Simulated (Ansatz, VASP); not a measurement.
One calculation of Pt, two programs

POSCAR

```
Pt
1.0
    0.0000000000      1.9705765473      1.9705765473
    1.9705765473      0.0000000000      1.9705765473
    1.9705765473      1.9705765473      0.0000000000
Pt
1
Direct
    0.0000000000      0.0000000000      0.0000000000
```

The input INCAR.step1:

```
SYSTEM = Pt
ALGO     = Normal         ! electronic algorithm
EDIFF    = 1E-4           ! SCF threshold, eV
ENCUT    = 520            ! plane-wave cutoff, eV
GGA      = PE             ! functional
ISMEAR   = 0              ! smearing method
LASPH    = .TRUE.         ! aspherical terms in the spheres
LCHARG   = .FALSE.        ! write CHGCAR
LREAL    = .FALSE.        ! projectors in reciprocal space
LWAVE    = .TRUE.         ! write WAVECAR
NBANDS   = 11             ! bands
NELM     = 100            ! most SCF steps
PREC     = Accurate       ! precision mode
SIGMA    = 0.6            ! smearing width, eV
```

INCAR.step2

```
SYSTEM = Pt
ALGO     = Normal         ! electronic algorithm
EDIFF    = 1E-6           ! SCF threshold, eV
ENCUT    = 520            ! plane-wave cutoff, eV
ISIF     = 2              ! what is computed and relaxed
ISMEAR   = 0              ! smearing method
ISTART   = 1            
LASPH    = .TRUE.         ! aspherical terms in the spheres
LCHARG   = .FALSE.        ! write CHGCAR
LMIXTAU  = .TRUE.       
LREAL    = .FALSE.        ! projectors in reciprocal space
LWAVE    = .FALSE.        ! write WAVECAR
METAGGA  = R2SCAN         ! meta-GGA
NBANDS   = 11             ! bands
NELM     = 100            ! most SCF steps
PREC     = Accurate       ! precision mode
SIGMA    = 0.6            ! smearing width, eV
```

The input KPOINTS:

```
k-points
0
G
  14 14 14
  0 0 0
```

Input for Ansatz:

```yaml
crystal:
  lattice:
    - [0.0, 1.9705765473, 1.9705765473]
    - [1.9705765473, 0.0, 1.9705765473]
    - [1.9705765473, 1.9705765473, 0.0]
  atoms:
    - { symbol: Pt, position: [0.0, 0.0, 0.0] }
hamiltonian:
  xc: r2scan
  pseudopotentials:
    kind: paw
    azcp:
      Pt: "pseudopotentials/Pt.paw.azcp"
basis:
  ecutwfc: 500
  fft_grid_basis: typed
kpoints:
  mp_grid: { grid: [14, 14, 14], shift: [0, 0, 0] }
magnetization:
  spin_polarized: false
scf:
  occupations: { method: gaussian, width: 0.6 }
  lower_state_search: "off"
output:
  stress: true
```

Alike in both runs: task single point; functional r2SCAN; k mesh 14 × 14 × 14; occupations gaussian, width 0.6 eV; no spin polarisation.

|  | VASP | Ansatz |
| --- | --- | --- |
| version | VASP 6.6.1 | Ansatz 0.2.0 |
| potentials or method | VASP PAW PBE potentials, release 64 (Pt), cutoff 520 eV | plane waves (500 eV) with PAW, scalar-relativistic |
| valence electrons in the cell | 10 | 18 |

Ansatz gave:

- pressure (GPa): 1.2

Estimate VASP's values.

pressure (GPa): 1.9.

VASP's potentials were made for PBE, not for r2SCAN. The functional is the same, so the differences come from potentials, cutoffs and numerics. VASP's potentials hold 10 valence electrons a cell and Ansatz's 18, so a difference there can come from the potentials and not from the codes.

Neither program's run includes spin-orbit coupling.
